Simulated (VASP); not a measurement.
# ZnS (P3m1) in VASP: further runs

ZnS is run at these levels: r2SCAN; tasks: single point.

All numbers are computed with VASP 6.6.1; they aren't measurements. Logs are shortened: lines on timing, memory, paths and dates and some standing lists are left out, and cuts for length are marked.

## Step 1: The cell of the first run

It takes space group P3m1 (No. 156, trigonal). The conventional cell has a = 3.823 Å, b = 3.823 Å, c = 12.520 Å, α = 90.00°, β = 90.00°, γ = 120.00°. Zn (site symmetry 3m) has 4 S at 2.34 to 2.35 Å within 3.1 Å. Within 3.1 Å of Zn (site symmetry 3m) lie 4 S at 2.34 to 2.35 Å. Zn (site symmetry 3m) has 4 S at 2.25 to 2.68 Å within 3.0 Å. Zn (site symmetry 3m) has 4 S at 2.34 to 2.35 Å within 3.1 Å. Within 3.0 Å of S (site symmetry 3m) lie 4 Zn at 2.25 to 2.35 Å. Within 3.1 Å of S (site symmetry 3m) lie 4 Zn at 2.34 to 2.35 Å. Within 3.1 Å of S (site symmetry 3m) lie 4 Zn at 2.34 to 2.68 Å. Within 3.1 Å of S (site symmetry 3m) lie 4 Zn at 2.34 to 2.35 Å.

## Step 2: Single point, r2SCAN (atom 3 (Zn) moved -0.338 Å along Cartesian [0 0 1])

POSCAR reads:

```
ZnS
1.0
    3.8227020304      0.0000000000      0.0000000000
   -1.9113510152      3.3105570694      0.0000000000
    0.0000000000      0.0000000000     12.5200000000
Zn S
4 4
Direct
    0.0000000000      0.0000000000      0.0000000000
    0.0000000000      0.0000000000      0.5000000000
    0.3333333333      0.6666666667      0.2230431310
    0.6666666667      0.3333333333      0.7500000000
    0.0000000000      0.0000000000      0.1875000000
    0.0000000000      0.0000000000      0.6875000000
    0.3333333333      0.6666666667      0.4375000000
    0.6666666667      0.3333333333      0.9375000000
```

INCAR.step1 reads:

```
SYSTEM = ZnS
  PREC = Accurate
  ENCUT = 520
  ISMEAR = 0
  SIGMA = 0.05
  LREAL = .FALSE.
  LASPH = .TRUE.
  NELM = 60
  NBANDS = 46
  GGA = PE
  ALGO = Normal
  EDIFF = 1E-4
  LWAVE = .TRUE.
  LCHARG = .FALSE.
```

INCAR.step2 reads:

```
SYSTEM = ZnS
  PREC = Accurate
  ENCUT = 520
  EDIFF = 1E-6
  ISMEAR = 0
  SIGMA = 0.05
  LREAL = .FALSE.
  LASPH = .TRUE.
  NELM = 60
  ALGO = Normal
  ISIF = 2
  LWAVE = .FALSE.
  LCHARG = .FALSE.
  METAGGA = R2SCAN
  LMIXTAU = .TRUE.
  NBANDS = 46
  ISTART = 1
```

KPOINTS reads:

```
regular mesh
0
G
  6 6 2
  0 0 0
```

Potentials or basis: VASP PAW PBE potentials, release 64 (Zn, S).

Run with:

```bash
$ cat potpaw_PBE.64/Zn/POTCAR potpaw_PBE.64/S/POTCAR > POTCAR
$ cp INCAR.step1 INCAR
$ mpirun -np 1 vasp_std > vasp.out
$ cp INCAR.step2 INCAR
$ mpirun -np 1 vasp_std > vasp.out
```

OUTCAR:

```text
SYSTEM = ZnS
   PREC = Accurate
   ENCUT = 520
   EDIFF = 1E-6
   ISMEAR = 0
   LREAL = .FALSE.
   LASPH = .TRUE.
   NELM = 60
   ISIF = 2
   METAGGA = R2SCAN
   ISTART = 1

 ion  position               nearest neighbor table
   1  0.000  0.000  0.000-   8 2.34   8 2.34   8 2.34   5 2.35
   2  0.000  0.000  0.500-   7 2.34   7 2.34   7 2.34   6 2.35
   3  0.333  0.667  0.223-   5 2.25   5 2.25   5 2.25   7 2.68
   4  0.667  0.333  0.750-   6 2.34   6 2.34   6 2.34   8 2.35
   5  0.000  0.000  0.188-   3 2.25   3 2.25   3 2.25   1 2.35
   6  0.000  0.000  0.688-   4 2.34   4 2.34   4 2.34   2 2.35
   7  0.333  0.667  0.438-   2 2.34   2 2.34   2 2.34   3 2.68
   8  0.667  0.333  0.938-   1 2.34   1 2.34   1 2.34   4 2.35

  LATTYP: Found a hexagonal cell.
 ALAT       =     3.8227020304
 C/A-ratio  =     3.2751702593

  Lattice vectors:

 A1 = (   3.8227020304,   0.0000000000,   0.0000000000)
 A2 = (  -1.9113510152,   3.3105570694,   0.0000000000)
 A3 = (   0.0000000000,   0.0000000000,  12.5200000000)

Analysis of symmetry for initial positions (statically):
=====================================================================
 Subroutine PRICEL returns:
 Original cell was already a primitive cell.

 Routine SETGRP: Setting up the symmetry group for a
 hexagonal supercell.

 Subroutine GETGRP returns: Found  6 space group operations
 (whereof  6 operations were pure point group operations)
 out of a pool of 24 trial point group operations.

The static configuration has the point symmetry C_3v.

Analysis of symmetry for dynamics (positions and initial velocities):
=====================================================================
 Subroutine PRICEL returns:
 Original cell was already a primitive cell.

 Routine SETGRP: Setting up the symmetry group for a
 hexagonal supercell.

 Subroutine GETGRP returns: Found  6 space group operations
 (whereof  6 operations were pure point group operations)
 out of a pool of 24 trial point group operations.

The dynamic configuration has the point symmetry C_3v.

 Subroutine INISYM returns: Found  6 space group operations
 (whereof  6 operations are pure point group operations),
 and found     1 'primitive' translations

----------------------------------------------------------------------------------------

                                     Primitive cell

  volume of cell :     158.4440

  direct lattice vectors                    reciprocal lattice vectors
     3.822702030  0.000000000  0.000000000     0.261595069  0.151031983  0.000000000
    -1.911351015  3.310557069  0.000000000     0.000000000  0.302063967  0.000000000
     0.000000000  0.000000000 12.520000000     0.000000000  0.000000000  0.079872204

  length of vectors
     3.822702030  3.822702030 12.520000000     0.302063967  0.302063967  0.079872204

  position of ions in fractional coordinates (direct lattice)
     0.000000000  0.000000000  0.000000000
     0.000000000  0.000000000  0.500000000
     0.333333333  0.666666667  0.223043131
     0.666666667  0.333333333  0.750000000
     0.000000000  0.000000000  0.187500000
     0.000000000  0.000000000  0.687500000
     0.333333333  0.666666667  0.437500000
     0.666666667  0.333333333  0.937500000

  ion indices of the primitive-cell ions
   primitive index   ion index
                 1           1
                 2           2
                 3           3
                 4           4
                 5           5
                 6           6
                 7           7
                 8           8

----------------------------------------------------------------------------------------

 KPOINTS: regular mesh

Automatic generation of k-mesh.
 Grid dimensions read from file:
 generate k-points for:    6    6    2

 Generating k-lattice:

  Cartesian coordinates                     Fractional coordinates (reciprocal lattice)
     0.043599178  0.025171997  0.000000000     0.166666667  0.000000000  0.000000000
     0.000000000  0.050343994  0.000000000     0.000000000  0.166666667  0.000000000
     0.000000000  0.000000000  0.039936102     0.000000000  0.000000000  0.500000000

  Length of vectors
     0.050343994  0.050343994  0.039936102

  Shift w.r.t. Gamma in fractional coordinates (k-lattice)
     0.000000000  0.000000000  0.000000000

 Subroutine IBZKPT returns following result:
 ===========================================

 Found     14 irreducible k-points:

 Following reciprocal coordinates:
            Coordinates               Weight
  0.000000  0.000000  0.000000      1.000000
  0.166667 -0.000000  0.000000      6.000000
  0.333333  0.000000  0.000000      6.000000
  0.500000  0.000000  0.000000      3.000000
  0.166667  0.166667  0.000000      6.000000
  0.333333  0.166667  0.000000     12.000000
  0.333333  0.333333  0.000000      2.000000
  0.000000  0.000000  0.500000      1.000000
  0.166667 -0.000000  0.500000      6.000000
  0.333333  0.000000  0.500000      6.000000
  0.500000  0.000000  0.500000      3.000000
  0.166667  0.166667  0.500000      6.000000
  0.333333  0.166667  0.500000     12.000000
  0.333333  0.333333  0.500000      2.000000
   k-points           NKPTS =     14   k-points in BZ     NKDIM =     14   number of bands    NBANDS=     46
   number of dos      NEDOS =    301   number of ions     NIONS =      8
   total plane-waves  NPLWV =  75264
   dimension x,y,z NGX =    28 NGY =   28 NGZ =   96
   dimension x,y,z NGXF=    56 NGYF=   56 NGZF=  192
   ions per type =               4   4
   NGX,Y,Z   is equivalent  to a cutoff of  12.18, 12.18, 12.75 a.u.
   NGXF,Y,Z  is equivalent  to a cutoff of  24.35, 24.35, 25.49 a.u.
 SYSTEM =  ZnS
   PREC   = accura    normal or accurate (medium, high low for compatibility)
   ISTART =      1    job   : 0-new  1-cont  2-samecut
   ICHARG =      0    charge: 1-file 2-atom 10-const
   ISPIN  =      1    spin polarized calculation?
   LNONCOLLINEAR =      F non collinear calculations
   LSORBIT =      F    spin-orbit coupling
   LASPH  =      T    aspherical Exc in radial PAW
   ENCUT  =  520.0 eV  38.22 Ry    6.18 a.u.   7.11  7.11 23.28*2*pi/ulx,y,z
   NELM   =     60;   NELMIN=  2; NELMDL=  0     # of ELM steps
   EDIFF  = 0.1E-05   stopping-criterion for ELM
   LREAL  =      F    real-space projection
   EDIFFG = 0.1E-04   stopping-criterion for IOM
   NSW    =      0    number of steps for IOM
   IBRION =     -1    ionic relax: 0-MD 1-quasi-New 2-CG
   NFREE  =      0    steps in history (QN), initial steepest desc. (CG)
   ISIF   =      2    stress and relaxation
   ISYM   =      2    0-nonsym 1-usesym 2-fastsym
   POTIM  = 0.5000    time-step for ionic-motion
   TEBEG  =    0.0;   TEEND  =   0.0 temperature during run
   PSTRESS=    0.0 pullay stress
   NELECT =      72.0000    total number of electrons
   NUPDOWN=      -1.0000    fix difference up-down
   EMIN   =  10.00;   EMAX   =-10.00  energy-range for DOS
   EFERMI =   0.00;   METHOD = LEGACY
   ISMEAR =     0;   SIGMA  =   0.05  broadening in eV -4-tet -1-fermi 0-gaus
   EFERMI_NEDOS =   21; number of points for ismear=-14 and -15
   IALGO  =     38    algorithm
   IMIX   =      4    mixing-type and parameters
     AMIX     =   0.40;   BMIX     =  1.00
     AMIX_MAG =   1.60;   BMIX_MAG =  1.00
  volume/ion in A,a.u.               =      19.81       133.65
  Fermi-wavevector in a.u.,A,eV,Ry     =   1.258617  2.378442 21.553229  1.584118
  Thomas-Fermi vector in A             =   2.392218
   LORBIT       =      0    0 simple, 1 ext, 2 COOP (PROOUT), +10 PAW based schemes
   METAGGA = R2SCAN    functional components
   LHFCALC =     F    Hartree Fock is set to
   AEXX    =    0.0000 exact exchange contribution
   IVDW    =     0    specifies the selected vdW correction
   LEPSILON=     F    determine dielectric tensor
   LRPA    =     F    only Hartree local field effects (RPA)
 non-spin polarized calculation
 Gauss-broadening in eV      SIGMA  =   0.05
  energy-cutoff  :      520.00
  volume of cell :      158.44
 maximum number of plane-waves:      4296
   NGX = 15   NGY = 15   NGZ = 47

 number of electron      71.9999984 magnetization

 Free energy of the ion-electron system (eV)
  ---------------------------------------------------
  ext. energy  EPLUGINS =         0.00000000
  ---------------------------------------------------
  free energy    TOTEN  =       -75.10476222 eV

  energy without entropy =      -75.10476222  energy(sigma->0) =      -75.10476222

 E-fermi :   2.4447     XC(G=0): -10.2581

 val. band max:        2.2019087166   @ k =   0.0000   0.0000   0.0000
 cond. band min:       4.2456382004   @ k =   0.0000   0.0000   0.0000
 fundamental gap:      2.0437294838
 Fermi energy:         2.4446574649

 k-point     1 :       0.0000    0.0000    0.0000
  band No.  band energies     occupation
      1     -12.5224      2.00000
      2     -11.6793      2.00000
      3     -11.1561      2.00000
      4     -10.4343      2.00000
      5      -5.5478      2.00000
      6      -5.5477      2.00000
[... 38 lines left out ...]
     45       8.7093      0.00000
     46       9.0420      0.00000

 k-point     2 :       0.1667   -0.0000    0.0000
  band No.  band energies     occupation
      1     -12.3539      2.00000
      2     -11.5255      2.00000
      3     -11.0093      2.00000
      4     -10.3012      2.00000
      5      -5.5485      2.00000
      6      -5.4738      2.00000
[... 38 lines left out ...]
     45       8.9832      0.00000
     46       9.1085      0.00000

 k-point     3 :       0.3333    0.0000    0.0000
  band No.  band energies     occupation
      1     -11.9767      2.00000
      2     -11.1864      2.00000
      3     -10.6917      2.00000
      4     -10.0141      2.00000
      5      -5.4895      2.00000
      6      -5.3141      2.00000
[... 528 lines left out ...]
     45       9.4587      0.00000
     46       9.7926      0.00000

 k-point    14 :       0.3333    0.3333    0.5000
  band No.  band energies     occupation
      1     -11.6611      2.00000
      2     -10.9061      2.00000
      3     -10.4388      2.00000
      4      -9.7816      2.00000
      5      -5.1931      2.00000
      6      -5.1682      2.00000
[... 38 lines left out ...]
     45       9.7643      0.00000
     46      10.1296      0.00000

------------------------ aborting loop because EDIFF is reached ----------------------------------------

  FORCE on cell =-STRESS in cart. coord.  units (eV):
  Direction    XX          YY          ZZ          XY          YZ          ZX
  --------------------------------------------------------------------------------------
  -------------------------------------------------------------------------------------
  Total        0.3713263      0.3713263     -1.5006215     -0.0000000     -0.0000000      0.0000000
  in kB        3.7548314      3.7548314    -15.1742027     -0.0000000     -0.0000000      0.0000000
  external PRESSURE =      -2.5548466 kB  Pullay stress =       0.0000000 kB

 VOLUME and BASIS-vectors are now :
 -----------------------------------------------------------------------------
  energy-cutoff  :      520.00
  volume of cell :      158.44
      direct lattice vectors                 reciprocal lattice vectors
     3.822702030  0.000000000  0.000000000     0.261595069  0.151031983  0.000000000
    -1.911351015  3.310557069  0.000000000     0.000000000  0.302063967  0.000000000
     0.000000000  0.000000000 12.520000000     0.000000000  0.000000000  0.079872204

 POSITION                                       TOTAL-FORCE (eV/Angst)
 -----------------------------------------------------------------------------------
      0.00000      0.00000      0.00000         0.000000      0.000000     -0.341030
      0.00000      0.00000      6.26000        -0.000000      0.000000     -0.295853
     -0.00000      2.20704      2.79250         0.000000      0.000000      1.682380
      1.91135      1.10352      9.39000         0.000000     -0.000000     -0.300754
      0.00000      0.00000      2.34750        -0.000000      0.000000     -0.662652
      0.00000      0.00000      8.60750        -0.000000      0.000000      0.265360
     -0.00000      2.20704      5.47750        -0.000000      0.000000     -0.605266
      1.91135      1.10352     11.73750        -0.000000      0.000000      0.257816
 -----------------------------------------------------------------------------------
    total drift:                               -0.000010      0.000005     -0.065296

  FREE ENERGIE OF THE ION-ELECTRON SYSTEM (eV)
  ---------------------------------------------------
  free  energy   TOTEN  =       -75.1047622198 eV

  energy  without entropy=      -75.1047622198  energy(sigma->0) =      -75.10476222
```

Run time: 4.5 min. Hardware: 1 thread of Intel Xeon Platinum 8488C (Sapphire Rapids), shared host; peak memory 0.32 GiB.

What came out:

* Free energy: -75.1048 eV
* Pressure: -0.3 GPa
* Largest force: 1.682 eV/Å
* Band gap on the k mesh: 2.04 eV

Forces on the atoms (eV/Å):
```
Zn   0.000  0.000 -0.341
Zn   0.000  0.000 -0.296
Zn   0.000  0.000  1.682
Zn   0.000  0.000 -0.301
S    0.000  0.000 -0.663
S    0.000  0.000  0.265
S    0.000  0.000 -0.605
S    0.000  0.000  0.258
```

Caveat: the cell differs from its parent crystal (atom 3 (Zn) moved -0.338 Å along Cartesian [0 0 1]); the PAW data sets were made with another functional, which shifts forces and pressure a little.

[end of part 1 of 2]
